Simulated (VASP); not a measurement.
A run of VASP 6.6.1:

The input INCAR:

```
SYSTEM = Hf
PREC = Accurate ; ENCUT = 520
EDIFF = 1E-7 ; ISMEAR = -1
SIGMA = 0.1 ; LREAL = .FALSE.
LASPH = .TRUE. ; NELM = 80
ALGO = Normal ; ISIF = 2
LWAVE = .FALSE. ; LCHARG = .FALSE.
GGA = PE ; NBANDS = 17
```

KPOINTS

```
regular mesh
0
G
  12 12 12
  0 0 0
```

File POSCAR:

```
Hf
1.0
    0.0000000000      2.8351934472      2.8351934472
    2.8351934472      0.0000000000      2.8351934472
    2.8351934472      2.8351934472      0.0000000000
Hf
2
Direct
   -0.1250000000     -0.1250000000     -0.1250000000
    0.1250000000      0.1250000000      0.1250000000
```

Potentials or basis: VASP PAW PBE potentials, release 64 (Hf_pv).

Run with:

```bash
$ cat potpaw_PBE.64/Hf_pv/POTCAR > POTCAR
$ mpirun -np 1 vasp_std > vasp.out
```

Hardware: 1 thread of AMD EPYC 7R13, on a shared host.

Estimate the wall time of this run.

It took 79 s on 1 thread of AMD EPYC 7R13 (shared host), peak memory 0.17 GiB. Counts: scf iterations 12, k points 72.
